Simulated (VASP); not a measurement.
A run of VASP 6.6.1 is set up as follows.

File INCAR:

```
SYSTEM = NaTbC
  PREC = Accurate
  ENCUT = 600
  EDIFF = 1E-6
  ISMEAR = 0
  SIGMA = 0.1
  LREAL = .FALSE.
  LASPH = .TRUE.
  NELM = 200
  ALGO = Normal
  ISIF = 2
  LWAVE = .FALSE.
  LCHARG = .TRUE.
  GGA = PE
  LELF = .TRUE.
  LVHAR = .TRUE.
  NBANDS = 17
  GGA_COMPAT = .FALSE.
  LMAXMIX = 6
```

Contents of KPOINTS:

```
regular mesh
0
G
  4 4 6
  0 0 0
```

File POSCAR:

```
NaTbC
1.0
    3.4867000225     -3.5002132929      0.0000000000
    3.4867000225      3.5002132929      0.0000000000
    0.0000000000      0.0000000000      4.2254851272
Na Tb C
1 1 1
Direct
    0.0000000000      0.0000000000      0.0000000000
    0.5000000000      0.5000000000      0.0000000000
    0.5000000000      0.5000000000      0.5000000000
```

Potentials or basis: VASP PAW PBE potentials, release 64 (Na_pv, Tb_3, C), 4f in core.

The run is started by

```bash
$ cat potpaw_PBE.64/Na_pv/POTCAR potpaw_PBE.64/Tb_3/POTCAR potpaw_PBE.64/C/POTCAR > POTCAR
$ mpirun -np 1 vasp_std > vasp.out
```

Question: What does it give for the band gap on the k mesh?

Answer: Zero (bands 10 and 11 overlap by 1.76 eV).

Question: Predict the pressure.

Answer: 0.5 GPa.

Stress tensor (GPa, compression positive):
```
0.29 0.00 0.00
0.00 0.18 0.00
0.00 0.00 1.14
```

Caveat: spin-orbit coupling is left out, which moves the levels of the heavy elements; the 4f electrons are frozen in the core, so they carry no moment and show no levels. Spin polarisation is off, so any magnetic state and its effect on volume and gap are missing.
